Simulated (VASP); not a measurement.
# Pt (P6_3/mmc) in VASP: further runs, part 2 of 2

VASP 6.6.1. Earlier steps stand in the parts before.

## (4) Relaxation of cell and atoms, PBE, target pressure 41 GPa, at which the enthalpy is minimised

This run uses another cell than the first one, of 13.88 Å³/atom, 0.995 times its volume.

INCAR

```
SYSTEM = Pt
PREC     = Accurate       ! precision mode
ENCUT    = 600            ! plane-wave cutoff, eV
EDIFF    = 1E-7           ! SCF threshold, eV
ISMEAR   = -1             ! smearing method
SIGMA    = 0.1            ! smearing width, eV
LREAL    = .FALSE.        ! projectors in reciprocal space
LASPH    = .TRUE.         ! aspherical terms in the spheres
NELM     = 60             ! most SCF steps
ALGO     = Normal         ! electronic algorithm
ISIF     = 3              ! what is computed and relaxed
LWAVE    = .FALSE.        ! write WAVECAR
LCHARG   = .FALSE.        ! write CHGCAR
GGA      = PE             ! functional
IBRION   = 2              ! ionic algorithm
NSW      = 60             ! ionic steps
EDIFFG   = -0.005         ! ionic threshold
PSTRESS  = 410.0
```

KPOINTS

```
Automatic mesh
0
G
  16 16 9
  0 0 0
```

POSCAR

```
Pt
1.0
    2.7046963296      0.0000000000      0.0000000000
   -1.3523481648      2.3423357310      0.0000000000
    0.0000000000      0.0000000000      4.3816080539
Pt
2
Direct
    0.3333333333      0.6666666667      0.2500000000
    0.6666666667      0.3333333333      0.7500000000
```

Launch:

```bash
cat potpaw_PBE.64/Pt/POTCAR > POTCAR
mpirun -np 1 vasp_std > vasp.out
```

It took 2.1 min on 1 thread of Intel Xeon 6975P-C (Granite Rapids), shared host; peak memory 0.21 GiB.

Results (log left out):

* Free energy: -11.7341 eV
* Relaxed volume: 13.94 Å³/atom
* Relaxed cell: a = 2.667 Å, b = 2.667 Å, c = 4.524 Å, α = 90.00°, β = 90.00°, γ = 120.00°
* Space group after relaxing (to 0.05 Å): P6_3/mmc (No. 194)
* Energy change on relaxing (the enthalpy is what falls): -33.0 meV/atom
* Ionic steps: 9
* Pressure after relaxing: 41.0 GPa
* Band gap on the k mesh: zero (band 10 reaches 13.38 eV, above the bottom of band 11 at 11.89 eV)

Step by step:
| step | energy change (eV) | largest force (eV/Å) | pressure (GPa) | volume (Å³) |
| --- | --- | --- | --- | --- |
| 1 | 0.0000 | 0.0000 | 43.14 | 27.76 |
| 2 | -0.2038 | 0.0000 | 31.86 | 28.48 |
| 3 | -0.1464 | 0.0000 | 35.49 | 28.22 |
| 4 | 0.0616 | 0.0000 | 48.63 | 27.46 |
| 5 | -0.0776 | 0.0000 | 40.33 | 27.92 |
| 6 | -0.0760 | 0.0000 | 40.44 | 27.91 |
| 7 | -0.0603 | 0.0000 | 41.38 | 27.85 |
| 8 | -0.0659 | 0.0000 | 41.05 | 27.87 |
| 9 | -0.0661 | 0.0000 | 41.04 | 27.87 |

Final structure:
```
CELL_PARAMETERS angstrom
2.66715 0.00000 0.00000
-1.33357 2.30982 0.00000
0.00000 0.00000 4.52441
ATOMIC_POSITIONS crystal
Pt 0.33333 0.66667 0.25000
Pt 0.66667 0.33333 0.75000
```

Levels at points of the mesh, in eV from the Fermi level:
```tsv
k point	band 7	band 8	band 9	band 10	band 11	band 12	band 13	band 14
(0.00, 0.00, 0.00)	-3.68	-2.42	-2.42	-1.12	-0.31	-0.31	5.86	14.70
(0.50, 0.00, 0.00)	-3.35	0.09	0.26	0.55	2.48	4.12	7.96	9.64
```

Caveat: the cell is relaxed towards a set pressure, so the enthalpy falls and the energy may rise; spin-orbit coupling is left out, which moves the levels of the heavy elements.

## (5) Relaxation of cell and atoms, PBE, target pressure 41 GPa, at which the enthalpy is minimised

INCAR

```
SYSTEM = Pt
ALGO = Normal
EDIFF = 1E-6
EDIFFG = -0.005
ENCUT = 600
GGA = PE
IBRION = 2
ISIF = 3
ISMEAR = -1
LASPH = .TRUE.
LCHARG = .FALSE.
LREAL = .FALSE.
LWAVE = .FALSE.
NELM = 100
NSW = 32
PREC = Accurate
PSTRESS = 410.0
SIGMA = 0.1
```

KPOINTS

```
k-points
0
G
  16 16 9
  0 0 0
```

POSCAR

```
Pt
1.0
    2.6677738157      0.0000000000      0.0000000000
   -1.3338869078      2.3103598960      0.0000000000
    0.0000000000      0.0000000000      4.5275073707
Pt
2
Direct
    0.3333333333      0.6666666667      0.2500000000
    0.6666666667      0.3333333333      0.7500000000
```

Potentials or basis: VASP PAW PBE potentials, release 64 (Pt).

Launch:

```bash
cat potpaw_PBE.64/Pt/POTCAR > POTCAR
mpirun -np 1 vasp_std > vasp.out
```

OUTCAR:

```text
SYSTEM = Pt
   EDIFF = 1E-6
   EDIFFG = -0.005
   ENCUT = 600
   GGA = PE
   IBRION = 2
   ISIF = 3
   ISMEAR = -1
   LASPH = .TRUE.
   LREAL = .FALSE.
   NELM = 100
   NSW = 32
   PREC = Accurate
   PSTRESS = 410.0

 ion  position               nearest neighbor table
   1  0.333  0.667  0.250-   2 2.74   2 2.74   2 2.74   2 2.74   2 2.74   2 2.74
   2  0.667  0.333  0.750-   1 2.74   1 2.74   1 2.74   1 2.74   1 2.74   1 2.74

  LATTYP: Found a hexagonal cell.
 ALAT       =     2.6677738157
 C/A-ratio  =     1.6971106561

  Lattice vectors:

 A1 = (   2.6677738157,   0.0000000000,   0.0000000000)
 A2 = (  -1.3338869078,   2.3103598960,   0.0000000000)
 A3 = (   0.0000000000,   0.0000000000,   4.5275073707)

Analysis of symmetry for initial positions (statically):
=====================================================================
 Subroutine PRICEL returns:
 Original cell was already a primitive cell.

 Routine SETGRP: Setting up the symmetry group for a
 hexagonal supercell.

 Subroutine GETGRP returns: Found 24 space group operations
 (whereof 12 operations were pure point group operations)
 out of a pool of 24 trial point group operations.
[... 174 lines left out ...]
  Total        7.0677874      7.0677874      7.0459322      0.0000000     -0.0000000      0.0000000
  in kB      405.7945884    405.7945884    404.5397815      0.0000000     -0.0000000      0.0000000
  external PRESSURE =      -4.6236806 kB  Pullay stress =     410.0000000 kB
[... 253 lines left out ...]
--------------------------------------- Ionic step        8  -------------------------------------------

 number of electron      20.0000002 magnetization

 Free energy of the ion-electron system (eV)
  ---------------------------------------------------
  ext. energy  EPLUGINS =         0.00000000
  ---------------------------------------------------
  free energy    TOTEN  =       -11.73507042 eV

  energy without entropy =      -11.63133432  energy(sigma->0) =      -11.68320237

 E-fermi :  12.8366     XC(G=0): -13.9658

 val. band max:       12.8349838946   @ k =   0.3750   0.0000   0.2222
 cond. band min:      12.8377203278   @ k =   0.0625   0.0000   0.2222
 fundamental gap:      0.0027364332
 Fermi energy:        12.8366126529

 k-point     1 :       0.0000    0.0000    0.0000
  band No.  band energies     occupation
      1       1.7130      2.00000
      2       4.5353      2.00000
      3       8.2037      2.00000
      4       8.6612      2.00000
      5       8.6612      2.00000
      6       9.1615      2.00000
      7       9.1615      2.00000
      8      10.4176      2.00000
      9      10.4176      2.00000
     10      11.7149      1.99997
     11      12.5243      1.91564
     12      12.5243      1.91564
     13      18.6975      0.00000
     14      27.5371      0.00000
[... 377 lines left out ...]
      1       5.7937      2.00000
      2       6.4909      2.00000
      3       6.5020      2.00000
      4       7.2820      2.00000
      5       8.3188      2.00000
      6       8.8528      2.00000
      7       9.3703      2.00000
      8      10.5784      2.00000
      9      12.4982      1.93443
     10      12.5414      1.90076
     11      13.9096      0.00004
     12      19.4009      0.00000
     13      21.7505      0.00000
     14      21.8802      0.00000

 [... further k-points ...]
[... 5 lines left out ...]
  --------------------------------------------------------------------------------------
  -------------------------------------------------------------------------------------
  Total        7.1312029      7.1312029      7.1321360      0.0000000     -0.0000000      0.0000000
  in kB      409.8591732    409.8591732    409.9128042      0.0000000     -0.0000000      0.0000000
  external PRESSURE =      -0.1229498 kB  Pullay stress =     410.0000000 kB
[... 21 lines left out ...]
  energy  without entropy=      -11.6313343218  energy(sigma->0) =      -11.68320237

  enthalpy is  TOTEN    =        -4.6014172500 eV   P V=        7.1336531693

 reached required accuracy - stopping structural energy minimisation
```

CONTCAR:

```text
Pt
   1.00000000000000
     2.6672880034720303    0.0000000000101795    0.0000000000000000
    -1.3336440016772086    2.3099391702826484   -0.0000000000000000
    -0.0000000000000000   -0.0000000000000000    4.5244757121186572
  Pt
     2
Direct
     0.3333333332999970    0.6666666667000030    0.2500000000000000
     0.6666666667000030    0.3333333332999970    0.7500000000000000

  0.00000000E+00  0.00000000E+00  0.00000000E+00
  0.00000000E+00  0.00000000E+00  0.00000000E+00
```

Wall time 84 s (1 thread of Intel Xeon 6975P-C (Granite Rapids), shared host); peak memory 0.2 GiB.

Results:

- Free energy: -11.7351 eV
- Relaxed volume: 13.94 Å³/atom
- Relaxed cell: a = 2.667 Å, b = 2.667 Å, c = 4.524 Å, α = 90.00°, β = 90.00°, γ = 120.00°
- Space group after relaxing (to 0.05 Å): P6_3/mmc (No. 194)
- Energy change on relaxing (the enthalpy is what falls): +3.7 meV/atom
- Ionic steps: 8
- Pressure after relaxing: 41.0 GPa
- Band gap on the k mesh: zero (band 10 reaches 13.38 eV, above the bottom of band 11 at 11.89 eV)

The path:
| step | energy change (eV) | largest force (eV/Å) | pressure (GPa) | volume (Å³) |
| --- | --- | --- | --- | --- |
| 1 | 0.0000 | 0.0000 | 40.54 | 27.91 |
| 2 | 0.0424 | 0.0000 | 43.18 | 27.74 |
| 3 | 0.0078 | 0.0000 | 41.03 | 27.87 |
| 4 | 0.0074 | 0.0000 | 41.03 | 27.88 |
| 5 | 0.0038 | 0.0000 | 40.78 | 27.89 |
| 6 | 0.0071 | 0.0000 | 40.97 | 27.88 |
| 7 | 0.0073 | 0.0000 | 40.98 | 27.88 |
| 8 | 0.0073 | 0.0000 | 40.99 | 27.88 |

Final structure:
```yaml
crystal:
  lattice:
    - [2.66729, 0.00000, 0.00000]
    - [-1.33364, 2.30994, 0.00000]
    - [0.00000, 0.00000, 4.52448]
  atoms:
    - { symbol: Pt, position: [0.33333, 0.66667, 0.25000] }
    - { symbol: Pt, position: [0.66667, 0.33333, 0.75000] }
```

Levels at points of the mesh, in eV from the Fermi level:
| k point | band 7 | band 8 | band 9 | band 10 | band 11 | band 12 | band 13 | band 14 |
| --- | --- | --- | --- | --- | --- | --- | --- | --- |
| (0.00, 0.00, 0.00) | -3.68 | -2.42 | -2.42 | -1.12 | -0.31 | -0.31 | 5.86 | 14.70 |
| (0.50, 0.00, 0.00) | -3.35 | 0.09 | 0.26 | 0.54 | 2.48 | 4.12 | 7.96 | 9.64 |

Caveat: the cell is relaxed towards a set pressure, so the enthalpy falls and the energy may rise; spin-orbit coupling is left out, which moves the levels of the heavy elements.

## (6) Overview

```tsv
task	cell	cutoff (eV)	gap on the mesh (eV)	pressure (GPa)
single point	a = 2.668, b = 2.668, c = 4.528 Å, angles 90.0, 90.0, 120.0°, 2 atoms	520	none	40.4
single point	a = 2.668, b = 2.668, c = 4.527 Å, angles 90.0, 90.0, 120.0°, 2 atoms	520	none	40.5
relaxation of cell and atoms	relaxed to 41 GPa from a = 2.705, b = 2.705, c = 4.382 Å, angles 90.0, 90.0, 120.0°, 2 atoms	600	none	41.0
relaxation of cell and atoms	relaxed to 41 GPa from a = 2.668, b = 2.668, c = 4.528 Å, angles 90.0, 90.0, 120.0°, 2 atoms	600	none	41.0
```

Alike in all rows: level PBE; potentials or basis VASP PAW PBE potentials, release 64 (Pt); no spin polarisation; k mesh 16 × 16 × 9; smearing fermi-dirac 0.1 eV.

Caveats: spin-orbit coupling is left out, which moves the levels of the heavy elements; the cell is relaxed towards a set pressure, so the enthalpy falls and the energy may rise (some runs).

Total energies depend on the potentials used, so only differences within one code and one set of settings carry meaning.
